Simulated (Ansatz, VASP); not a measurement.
## Two plane-wave programs on CsPbCl3

The input POSCAR:

```
CsPbCl3
1.0
    4.0486438913      2.3175546703      3.2773182015
   -4.0486438913      2.3175546703      3.2773182015
    0.0000000000     -4.6351093407      3.2773182014
Cs Pb Cl
1 1 3
Direct
    0.5000000000      0.5000000000      0.5000000000
    0.0000000000      0.0000000000      0.0000000000
    0.5000000000      0.0000513870      0.9999486130
    0.0000513870      0.9999486130      0.5000000000
    0.9999486130      0.5000000000      0.0000513870
```

The input INCAR.step1:

```
  PREC = Accurate
  ENCUT = 520
  ISMEAR = 0
  SIGMA = 0.01
  LREAL = F
  LASPH = T
  NELM = 80
  NBANDS = 30
  GGA = PE
  ALGO = Normal
  EDIFF = 1E-4
  LWAVE = T
  LCHARG = F
```

The input INCAR.step2:

```
  PREC = Accurate
  ENCUT = 520
  EDIFF = 1E-6
  ISMEAR = 0
  SIGMA = 0.01
  LREAL = F
  LASPH = T
  NELM = 80
  ALGO = Normal
  ISIF = 2
  LWAVE = F
  LCHARG = T
  METAGGA = R2SCAN
  LMIXTAU = T
  LELF = T
  LVHAR = T
  NBANDS = 30
  ISTART = 1
```

The input KPOINTS:

```
regular mesh
0
Gamma
  4 4 4
```

Input for Ansatz:

```yaml
crystal:
  lattice:
    - [4.0486438913, 2.3175546703, 3.2773182015]
    - [-4.0486438913, 2.3175546703, 3.2773182015]
    - [0.0, -4.6351093407, 3.2773182014]
  atoms:
    - { symbol: Cs, position: [0.5, 0.5, 0.5] }
    - { symbol: Pb, position: [0.0, 0.0, 0.0] }
    - { symbol: Cl, position: [0.5, 5.1387e-05, 0.999948613] }
    - { symbol: Cl, position: [5.1387e-05, 0.999948613, 0.5] }
    - { symbol: Cl, position: [0.999948613, 0.5, 5.1387e-05] }
kpoints:
  mp_grid: { grid: [4, 4, 4] }
  band_path:
    path:
      - [0.0, 0.0, 0.0]
      - [2.02445e-05, 0.0, -0.4999999996]
      - [4.04881e-05, -0.5, -0.4999797559]
      - [0.5000404873, -0.5, -0.4999797559]
    npoints: 1
hamiltonian:
  xc: r2scan
scf:
  occupations: { method: fixed }
  n_extra_bands: 5
output:
  forces: true
  stress: true
  eigenvalues: true
  write_density: true
  write_potential: true
  elf: true
  volumetric_format: npy
```

Change from the starting cell: uniaxial_x strain +0.9%.

Alike in both runs: task single point; functional r2SCAN; k mesh 4 × 4 × 4; no spin polarisation.

|  | VASP | Ansatz |
| --- | --- | --- |
| version | VASP 6.6.1 | Ansatz 0.2.0 |
| potentials or method | VASP PAW PBE potentials, release 64 (Cs_sv, Pb_d, Cl) | plane waves, PAW |
| plane-wave cutoff (eV) | 520 | 500 |
| occupations | gaussian, width 0.01 eV | fixed |
| valence electrons in the cell | 44 | 44 |

```csv
,VASP,Ansatz,Ansatz less VASP
gap on the k mesh at the Fermi level (eV),2.48,2.47,-0.014
pressure (GPa),-0.2,-0.2,+0.04
"traceless stress, the component that is largest in VASP (GPa)",-0.12,-0.12,0.000
```

VASP's potentials were made for PBE, not for r2SCAN.

Neither program's run includes spin-orbit coupling.
